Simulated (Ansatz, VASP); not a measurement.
## N: VASP beside Ansatz

The input INCAR:

```
SYSTEM = N
  ALGO = Normal
  EDIFF = 1E-6
  EDIFFG = -0.005
  ENCUT = 600
  GGA = CA
  IBRION = 2
  ISIF = 3
  ISMEAR = 0
  ISPIN = 2
  LASPH = .True.
  LCHARG = .False.
  LORBIT = 11
  LREAL = .False.
  LWAVE = .False.
  MAGMOM = 3.15 3.15 3.15 3.15
  NELM = 150
  NSW = 100
  PREC = Accurate
  SIGMA = 0.02
```

File KPOINTS:

```
k-points
0
Gamma
  6 6 6
  0 0 0
```

File POSCAR:

```
N
1.0
    4.8307753776      0.0000000000      0.0000000000
    0.0000000000      4.8307753776      0.0000000000
    0.0000000000      0.0000000000      4.8307753776
N
4
Direct
   -0.0000221095     -0.0000221095     -0.0000221095
    0.5000221095      1.0000221095      0.4999778905
    0.4999778905      0.5000221095      1.0000221095
    1.0000221095      0.4999778905      0.5000221095
```

Input for Ansatz:

```yaml
crystal:
  lattice:
    - [4.8307753776, 0.0, 0.0]
    - [0.0, 4.8307753776, 0.0]
    - [0.0, 0.0, 4.8307753776]
  atoms:
    - { symbol: "N", position: [-2.21095e-05, -2.21095e-05, -2.21095e-05], spin: 3.15 }
    - { symbol: "N", position: [0.5000221095, 1.0000221095, 0.4999778905], spin: 3.15 }
    - { symbol: "N", position: [0.4999778905, 0.5000221095, 1.0000221095], spin: 3.15 }
    - { symbol: "N", position: [1.0000221095, 0.4999778905, 0.5000221095], spin: 3.15 }
basis:
  ecutwfc: 420
kpoints:
  mp_grid: { grid: [6, 6, 6] }
hamiltonian:
  xc: lda
scf:
  occupations: { method: gaussian, width: 0.02 }
output:
  forces: true
  stress: true
  eigenvalues: true
  populations: true
  write_density: true
  write_potential: true
  elf: true
  volumetric_format: npy
magnetization:
  spin_polarized: true
relax:
  adjacent_minimum: "off"
  f_tol: 0.005
  max_steps: 80
  cell: { stress_tol: 0.05 }
```

Alike in both runs: task relaxation of cell and atoms; functional LDA; k mesh 6 × 6 × 6; occupations gaussian, width 0.02 eV; collinear spin.

|  | VASP | Ansatz |
| --- | --- | --- |
| version | VASP 6.6.1 | Ansatz 0.2.0 |
| potentials or method | VASP PAW LDA potentials, release 64 (N), cutoff 600 eV | scalar-relativistic, plane waves, PAW |
| valence electrons in the cell | 20 | 20 |

```tsv
	VASP	Ansatz	Ansatz less VASP
gap on the k mesh at the Fermi level, each at its own relaxed structure (eV)	1.53	1.72	+0.187
net moment per atom (μB)	3.00	3.00	0.000
size of the moment on the site where the two differ most (μB)	1.93	2.87	+0.939
relaxed volume (Å³/atom)	27.72	28.18	+0.461
relaxed cell length with the largest relative difference (Å)	4.804	4.831	+0.0265
```

LDA's correlation is that of Perdew and Zunger in VASP and of Perdew and Wang (1992) in Ansatz. Site moments also hang on the region over which each program counts them.
